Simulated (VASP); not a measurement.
# Cu4W (Im-3m) in VASP: further runs, part 2 of 2

VASP 6.6.1.

**3. Single point, PBE**

This run uses another cell than the first one, of 17.99 Å³/atom, 1.287 times its volume.

File INCAR:

```
ALGO = Normal ; EDIFF = 1E-7
ENCUT = 520 ; GGA = PE
ISIF = 2 ; ISMEAR = 0
LASPH = True ; LCHARG = False
LREAL = False ; LWAVE = False
NBANDS = 37 ; NELM = 80
PREC = Accurate ; SIGMA = 0.1
```

File KPOINTS:

```
k-points
0
Gamma
  6 6 6
```

File POSCAR:

```
Cu4W
1.0
   -2.8227075950      2.8227075950      2.8227075950
    2.8227075950     -2.8227075950      2.8227075950
    2.8227075950      2.8227075950     -2.8227075950
Cu W
4 1
Direct
    0.0000000000      0.0000000000      0.5000000000
    0.0000000000      0.5000000000      0.0000000000
    0.5000000000      0.0000000000      0.0000000000
    0.5000000000      0.5000000000      0.5000000000
    0.0000000000      0.0000000000      0.0000000000
```

Potentials or basis: VASP PAW PBE potentials, release 64 (Cu, W_sv).

Launch:

```bash
cat potpaw_PBE.64/Cu/POTCAR potpaw_PBE.64/W_sv/POTCAR > POTCAR
mpirun -np 1 vasp_std > vasp.out
```

OUTCAR:

```text
EDIFF = 1E-7
   ENCUT = 520
   GGA = PE
   ISIF = 2
   ISMEAR = 0
   LASPH = True
   LREAL = False
   NELM = 80
   PREC = Accurate

 ion  position               nearest neighbor table
   1  0.000  0.000  0.500-   5 2.44   5 2.44
   2  0.000  0.500  0.000-   5 2.44   5 2.44
   3  0.500  0.000  0.000-   5 2.44   5 2.44
   4  0.500  0.500  0.500-   5 2.44   5 2.44
   5  0.000  0.000  0.000-   1 2.44   2 2.44   3 2.44   4 2.44   1 2.44   2 2.44   3 2.44   4 2.44

  LATTYP: Found a body centered cubic cell.
 ALAT       =     5.6454151900

  Lattice vectors:

 A1 = (  -2.8227075950,   2.8227075950,   2.8227075950)
 A2 = (   2.8227075950,  -2.8227075950,   2.8227075950)
 A3 = (   2.8227075950,   2.8227075950,  -2.8227075950)

Analysis of symmetry for initial positions (statically):
=====================================================================
 Subroutine PRICEL returns:
 Original cell was already a primitive cell.

 Routine SETGRP: Setting up the symmetry group for a
 body centered cubic supercell.

 Subroutine GETGRP returns: Found 48 space group operations
 (whereof 48 operations were pure point group operations)
 out of a pool of 48 trial point group operations.

The static configuration has the point symmetry O_h .

Analysis of symmetry for dynamics (positions and initial velocities):
=====================================================================
 Subroutine PRICEL returns:
 Original cell was already a primitive cell.

 Routine SETGRP: Setting up the symmetry group for a
 body centered cubic supercell.

 Subroutine GETGRP returns: Found 48 space group operations
 (whereof 48 operations were pure point group operations)
 out of a pool of 48 trial point group operations.

The dynamic configuration has the point symmetry O_h .

 Subroutine INISYM returns: Found 48 space group operations
 (whereof 48 operations are pure point group operations),
 and found     1 'primitive' translations

----------------------------------------------------------------------------------------

                                     Primitive cell

  volume of cell :      89.9617

  direct lattice vectors                    reciprocal lattice vectors
    -2.822707595  2.822707595  2.822707595     0.000000000  0.177134890  0.177134890
     2.822707595 -2.822707595  2.822707595     0.177134890  0.000000000  0.177134890
     2.822707595  2.822707595 -2.822707595     0.177134890  0.177134890  0.000000000

  length of vectors
     4.889072969  4.889072969  4.889072969     0.250506564  0.250506564  0.250506564

  position of ions in fractional coordinates (direct lattice)
     0.000000000  0.000000000  0.500000000
     0.000000000  0.500000000  0.000000000
     0.500000000  0.000000000  0.000000000
     0.500000000  0.500000000  0.500000000
     0.000000000  0.000000000  0.000000000

  ion indices of the primitive-cell ions
   primitive index   ion index
                 1           1
                 2           2
                 3           3
                 4           4
                 5           5

----------------------------------------------------------------------------------------

 KPOINTS: k-points

Automatic generation of k-mesh.
 Grid dimensions read from file:
 generate k-points for:    6    6    6

 Generating k-lattice:

  Cartesian coordinates                     Fractional coordinates (reciprocal lattice)
     0.000000000  0.029522482  0.029522482     0.166666667  0.000000000  0.000000000
     0.029522482  0.000000000  0.029522482     0.000000000  0.166666667  0.000000000
     0.029522482  0.029522482  0.000000000     0.000000000  0.000000000  0.166666667

  Length of vectors
     0.041751094  0.041751094  0.041751094

  Shift w.r.t. Gamma in fractional coordinates (k-lattice)
     0.000000000  0.000000000  0.000000000

 Subroutine IBZKPT returns following result:
 ===========================================

 Found     16 irreducible k-points:

 Following reciprocal coordinates:
            Coordinates               Weight
  0.000000  0.000000  0.000000      1.000000
  0.166667  0.000000  0.000000     12.000000
  0.333333  0.000000  0.000000     12.000000
  0.500000  0.000000  0.000000      6.000000
  0.166667  0.166667  0.000000     24.000000
  0.333333  0.166667 -0.000000     48.000000
[... 8 lines left out ...]
  0.500000  0.500000  0.333333     12.000000
  0.500000  0.500000  0.500000      1.000000
   k-points           NKPTS =     16   k-points in BZ     NKDIM =     16   number of bands    NBANDS=     37
   number of dos      NEDOS =    301   number of ions     NIONS =      5
   total plane-waves  NPLWV =  46656
   dimension x,y,z NGX =    36 NGY =   36 NGZ =   36
   dimension x,y,z NGXF=    72 NGYF=   72 NGZF=   72
   ions per type =               4   1
   NGX,Y,Z   is equivalent  to a cutoff of  12.24, 12.24, 12.24 a.u.
   NGXF,Y,Z  is equivalent  to a cutoff of  24.48, 24.48, 24.48 a.u.
 SYSTEM =  unknown system
   PREC   = accura    normal or accurate (medium, high low for compatibility)
   ISTART =      0    job   : 0-new  1-cont  2-samecut
   ICHARG =      2    charge: 1-file 2-atom 10-const
   ISPIN  =      1    spin polarized calculation?
   LNONCOLLINEAR =      F non collinear calculations
   LSORBIT =      F    spin-orbit coupling
   LASPH  =      T    aspherical Exc in radial PAW
   ENCUT  =  520.0 eV  38.22 Ry    6.18 a.u.   9.09  9.09  9.09*2*pi/ulx,y,z
   NELM   =     80;   NELMIN=  2; NELMDL= -5     # of ELM steps
   EDIFF  = 0.1E-06   stopping-criterion for ELM
   LREAL  =      F    real-space projection
   EDIFFG = 0.1E-05   stopping-criterion for IOM
   NSW    =      0    number of steps for IOM
   IBRION =     -1    ionic relax: 0-MD 1-quasi-New 2-CG
   NFREE  =      0    steps in history (QN), initial steepest desc. (CG)
   ISIF   =      2    stress and relaxation
   ISYM   =      2    0-nonsym 1-usesym 2-fastsym
   POTIM  = 0.5000    time-step for ionic-motion
   TEBEG  =    0.0;   TEEND  =   0.0 temperature during run
   PSTRESS=    0.0 pullay stress
   NELECT =      58.0000    total number of electrons
   NUPDOWN=      -1.0000    fix difference up-down
   EMIN   =  10.00;   EMAX   =-10.00  energy-range for DOS
   EFERMI =   0.00;   METHOD = LEGACY
   ISMEAR =     0;   SIGMA  =   0.10  broadening in eV -4-tet -1-fermi 0-gaus
   EFERMI_NEDOS =   21; number of points for ismear=-14 and -15
   IALGO  =     38    algorithm
   IMIX   =      4    mixing-type and parameters
     AMIX     =   0.40;   BMIX     =  1.00
     AMIX_MAG =   1.60;   BMIX_MAG =  1.00
  volume/ion in A,a.u.               =      17.99       121.42
  Fermi-wavevector in a.u.,A,eV,Ry     =   1.414268  2.672578 27.213733  2.000153
  Thomas-Fermi vector in A             =   2.535827
   LORBIT       =      0    0 simple, 1 ext, 2 COOP (PROOUT), +10 PAW based schemes
   GGA     = PE    functional components
   LHFCALC =     F    Hartree Fock is set to
   AEXX    =    0.0000 exact exchange contribution
   IVDW    =     0    specifies the selected vdW correction
   LEPSILON=     F    determine dielectric tensor
   LRPA    =     F    only Hartree local field effects (RPA)
 non-spin polarized calculation
 Gauss-broadening in eV      SIGMA  =   0.10
  energy-cutoff  :      520.00
  volume of cell :       89.96
 maximum number of plane-waves:      2491
   NGX = 19   NGY = 19   NGZ = 19

 number of electron      58.0000018 magnetization

 Free energy of the ion-electron system (eV)
  ---------------------------------------------------
  ext. energy  EPLUGINS =         0.00000000
  ---------------------------------------------------
  free energy    TOTEN  =       -21.44805227 eV

  energy without entropy =      -21.42342050  energy(sigma->0) =      -21.43573639

 E-fermi :   4.6209     XC(G=0): -10.7517

 val. band max:        4.5906263390   @ k =   0.3333   0.0000   0.0000
 cond. band min:       4.6826778641   @ k =   0.1667   0.1667   0.0000
 fundamental gap:      0.0920515251
 Fermi energy:         4.6209081086

 k-point     1 :       0.0000    0.0000    0.0000
  band No.  band energies     occupation
      1     -69.2143      2.00000
      2     -33.4863      2.00000
      3     -33.4863      2.00000
      4     -33.4863      2.00000
      5      -2.7976      2.00000
      6      -0.1668      2.00000
[... 629 lines left out ...]
     36      13.2663      0.00000
     37      13.7165      0.00000

------------------------ aborting loop because EDIFF is reached ----------------------------------------

  FORCE on cell =-STRESS in cart. coord.  units (eV):
  Direction    XX          YY          ZZ          XY          YZ          ZX
  --------------------------------------------------------------------------------------
  -------------------------------------------------------------------------------------
  Total        0.3747434      0.3747434      0.3747434      0.0000000     -0.0000000      0.0000000
  in kB        6.6740104      6.6740104      6.6740104      0.0000000     -0.0000000      0.0000000
  external PRESSURE =       6.6740104 kB  Pullay stress =       0.0000000 kB

 VOLUME and BASIS-vectors are now :
 -----------------------------------------------------------------------------
  energy-cutoff  :      520.00
  volume of cell :       89.96
      direct lattice vectors                 reciprocal lattice vectors
    -2.822707595  2.822707595  2.822707595     0.000000000  0.177134890  0.177134890
     2.822707595 -2.822707595  2.822707595     0.177134890  0.000000000  0.177134890
     2.822707595  2.822707595 -2.822707595     0.177134890  0.177134890  0.000000000

 POSITION                                       TOTAL-FORCE (eV/Angst)
 -----------------------------------------------------------------------------------
      1.41135      1.41135     -1.41135         0.000000     -0.000000     -0.000000
      1.41135     -1.41135      1.41135        -0.000000      0.000000      0.000000
     -1.41135      1.41135      1.41135        -0.000000      0.000000     -0.000000
      1.41135      1.41135      1.41135         0.000000     -0.000000     -0.000000
      0.00000      0.00000      0.00000         0.000000      0.000000      0.000000
 -----------------------------------------------------------------------------------
    total drift:                               -0.000000     -0.000000      0.000000

  FREE ENERGIE OF THE ION-ELECTRON SYSTEM (eV)
  ---------------------------------------------------
  free  energy   TOTEN  =       -21.4480522734 eV

  energy  without entropy=      -21.4234205014  energy(sigma->0) =      -21.43573639
```

stdout:

```text
POSCAR found type information on POSCAR CuW
 POSCAR found :  2 types and       5 ions
 scaLAPACK will be used
 LDA part: xc-table for (Slater+PW92), standard interpolation
 POSCAR, INCAR and KPOINTS ok, starting setup
 FFT: planning ... GRIDC
 FFT: planning ... GRID_SOFT
 FFT: planning ... GRID
 WAVECAR not read
 entering main loop
```

Wall time 52 s (1 thread of Intel Xeon Platinum 8375C at 2.90GHz (Ice Lake), shared host); peak memory 0.22 GiB.

Results:

```yaml
Free_energy: -21.4481 eV
Pressure: 0.7 GPa
Band_gap_on_the_k_mesh: zero (band 29 reaches 5.93 eV, above the bottom of band 30 at 3.41 eV)
```

Levels at points of the mesh, in eV from the Fermi level:
| k point | band 27 | band 28 | band 29 | band 30 | band 31 | band 32 |
| --- | --- | --- | --- | --- | --- | --- |
| (0.00, 0.00, 0.00) | 0.31 | 0.31 | 1.31 | 1.31 | 2.05 | 2.05 |
| (0.50, 0.00, 0.00) | -1.47 | -0.77 | -0.22 | 0.51 | 0.70 | 0.72 |
| (0.50, 0.50, 0.50) | -1.91 | -1.21 | -1.21 | -1.21 | -0.43 | -0.43 |

Caveat: spin-orbit coupling is left out, which moves the levels of the heavy elements.

**4. Single point, PBE**

This run uses another cell than the first one, of 18.06 Å³/atom, 1.292 times its volume.

File INCAR:

```
PREC     = Accurate       # precision mode
ENCUT    = 520            # plane-wave cutoff, eV
EDIFF    = 1E-7           # SCF threshold, eV
ISMEAR   = 0              # smearing method
SIGMA    = 0.1            # smearing width, eV
LREAL    = False          # projectors in reciprocal space
LASPH    = True           # aspherical terms in the spheres
NELM     = 100            # most SCF steps
ALGO     = Fast           # electronic algorithm
ISIF     = 2              # what is computed and relaxed
LWAVE    = False          # write WAVECAR
LCHARG   = False          # write CHGCAR
GGA      = PE             # functional
NBANDS   = 37             # bands
```

File KPOINTS:

```
Automatic mesh
0
Gamma
  10 10 10
```

Changes to POSCAR since step 3:

```diff
@@ -2,5 +2,5 @@
 1.0
-   -2.8227075950      2.8227075950      2.8227075950
-    2.8227075950     -2.8227075950      2.8227075950
-    2.8227075950      2.8227075950     -2.8227075950
+   -2.8260392341      2.8260392341      2.8260392341
+    2.8260392341     -2.8260392341      2.8260392341
+    2.8260392341      2.8260392341     -2.8260392341
 Cu W
```

Launch:

```bash
cat potpaw_PBE.64/Cu/POTCAR potpaw_PBE.64/W_sv/POTCAR > POTCAR
mpirun -np 1 vasp_std > vasp.out
```

It took 2.5 min on 1 thread of Intel Xeon Platinum 8375C at 2.90GHz (Ice Lake), shared host; peak memory 0.29 GiB.

It converged, with:

| Property | Result |
| --- | --- |
| Free energy | -21.4481 eV |
| Pressure | 0.4 GPa |
| Band gap on the k mesh | zero (band 29 reaches 5.90 eV, above the bottom of band 30 at 3.39 eV) |

Levels at points of the mesh, in eV from the Fermi level:
```csv
k point,band 27,band 28,band 29,band 30,band 31,band 32
"(0.00, 0.00, 0.00)",0.28,0.28,1.27,1.27,2.01,2.01
"(0.50, 0.00, 0.00)",-1.50,-0.80,-0.25,0.48,0.66,0.69
"(0.50, 0.50, 0.50)",-1.94,-1.24,-1.24,-1.24,-0.46,-0.46
```

Caveat: spin-orbit coupling is left out, which moves the levels of the heavy elements.

**5. Summary**

```csv
cell,k mesh,gap on the mesh (eV),pressure (GPa)
"a = 4.495 Å, angles 109.5°, 5 atoms",6 × 6 × 6,none,42.6
"a = 4.889 Å, angles 109.5°, 5 atoms",6 × 6 × 6,none,0.7
"a = 4.895 Å, angles 109.5°, 5 atoms",10 × 10 × 10,none,0.4
```

Alike in all rows: task single point; level PBE; potentials or basis VASP PAW PBE potentials, release 64 (Cu, W_sv); no spin polarisation; cutoff (eV) 520; smearing gaussian 0.1 eV.

Caveats: spin-orbit coupling is left out, which moves the levels of the heavy elements.

Total energies depend on the potentials used, so only differences within one code and one set of settings carry meaning.
